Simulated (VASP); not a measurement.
Wanted: the native input for a VASP 6.6.1 run.

```yaml
Task: single point
Functional: PBE
Dispersion: D3(BJ)
Potentials_or_basis: VASP PAW PBE potentials, release 64 (Ti_sv)
Cutoff: 400 eV
k_mesh: 9 × 9 × 1
Occupations: gaussian, width 0.1 eV
Spin: no spin polarisation
Dipole_correction: yes
Further_INCAR_settings: ALGO = Normal; EDIFF = 1e-06; NBANDS = 58; NELMDL = -8
```

The structure of Ti lies in POSCAR:

```
Ti
1.0
    4.5181363033      0.0000000000      0.0000000000
   -2.2590681517      3.9128208164      0.0000000000
    0.0000000000      0.0000000000     23.4558249767
Ti
8
Direct
    0.6666666667      0.3333333333      0.3623833316
    0.3333333333      0.6666666667      0.4017023797
    0.0000000000      0.0000000000      0.4410214278
    0.6666666667      0.3333333333      0.4803404759
    0.3333333333      0.6666666667      0.5246296119
    0.0000000000      0.0000000000      0.5718885109
    0.6666666667      0.3333333333      0.5906430902
    0.3333333333      0.6666666667      0.6370116158
```

One way to write it, as run:

INCAR

```
PREC     = Accurate       # precision mode
ENCUT    = 400            # plane-wave cutoff, eV
EDIFF    = 1E-6           # SCF threshold, eV
ISMEAR   = 0              # smearing method
SIGMA    = 0.1            # smearing width, eV
LREAL    = F              # projectors in reciprocal space
LASPH    = T              # aspherical terms in the spheres
NELM     = 120            # most SCF steps
ALGO     = Normal         # electronic algorithm
ISIF     = 2              # what is computed and relaxed
LWAVE    = F              # write WAVECAR
LCHARG   = T              # write CHGCAR
LDIPOL   = T            
IDIPOL   = 3            
DIPOL    = 0.5 0.5 0.501
GGA      = PE             # functional
IVDW     = 12             # dispersion correction
LELF     = T              # ELF
LVHAR    = T            
LVACPOTAV= T            
NBANDS   = 58             # bands
GGA_COMPAT= F            
NELMDL   = -8
```

KPOINTS

```
regular mesh
0
Gamma
  9 9 1
```

Potentials or basis: VASP PAW PBE potentials, release 64 (Ti_sv).

Launch:

```bash
$ cat potpaw_PBE.64/Ti_sv/POTCAR > POTCAR
$ mpirun -np 1 vasp_std > vasp.out
```

It gave:

The largest force is 1.500 eV/Å. The band gap on the k mesh is zero (band 48 reaches 0.70 eV, above the bottom of band 49 at 0.48 eV). The dispersion energy per atom is -0.427 eV.

It took 6.6 min on 1 thread of Intel(R) Xeon(R) 6975P-C (Granite Rapids), on a shared host, peak memory 0.43 GiB.
